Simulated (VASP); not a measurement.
The system is Hg.

```
CELL_PARAMETERS angstrom
5.46670 0.00000 0.00000
-2.73335 4.73430 0.00000
0.00000 0.00000 3.18522
ATOMIC_POSITIONS crystal
Hg 0.33333 0.66667 0.50000
Hg 0.66667 0.33333 0.50000
Hg 0.00000 0.00000 0.00000
```

```yaml
Program: VASP 6.6.1
Task: relaxation of cell and atoms
Functional: PBE
Dispersion: D3(BJ)
Potentials_or_basis: VASP PAW PBE potentials, release 64 (Hg)
Cutoff: 600 eV
k_mesh: 9 × 9 × 14
Occupations: gaussian, width 0.1 eV
Spin: no spin polarisation
```

At the start: pressure -1.1 GPa; volume 27.48 Å³/atom.

Q: Where does the relaxation end?

A: Over 7 steps the energy falls by 5.5 meV/atom and the volume is 26.02 Å³/atom (-5.3 %); space group P6/mmm (No. 191, to 0.05 Å).

Step by step:
```tsv
step	energy change (eV)	largest force (eV/Å)	pressure (GPa)	volume (Å³)
1	0.0000	0.0000	-1.08	82.44
2	-0.0119	0.0000	-0.61	80.25
3	-0.0162	0.0000	0.19	77.56
4	-0.0164	0.0000	-0.02	78.12
5	-0.0164	0.0000	0.02	78.02
6	-0.0165	0.0000	0.00	78.03
7	-0.0166	0.0000	-0.02	78.07
```

Final structure:
```cif
data_structure
_symmetry_space_group_name_H-M 'P 1'
_symmetry_Int_Tables_number 1
_cell_length_a 5.3467
_cell_length_b 5.3467
_cell_length_c 3.1533
_cell_angle_alpha 90.000
_cell_angle_beta 90.000
_cell_angle_gamma 120.000
_cell_volume 78.07
loop_
_atom_site_label
_atom_site_type_symbol
_atom_site_fract_x
_atom_site_fract_y
_atom_site_fract_z
_atom_site_occupancy
Hg1 Hg 0.33333 0.66667 0.50000 1
Hg2 Hg 0.66667 0.33333 0.50000 1
Hg3 Hg 0.00000 0.00000 0.00000 1
```

Caveat: pairwise dispersion overbinds metals, which lowers pressure and volume.
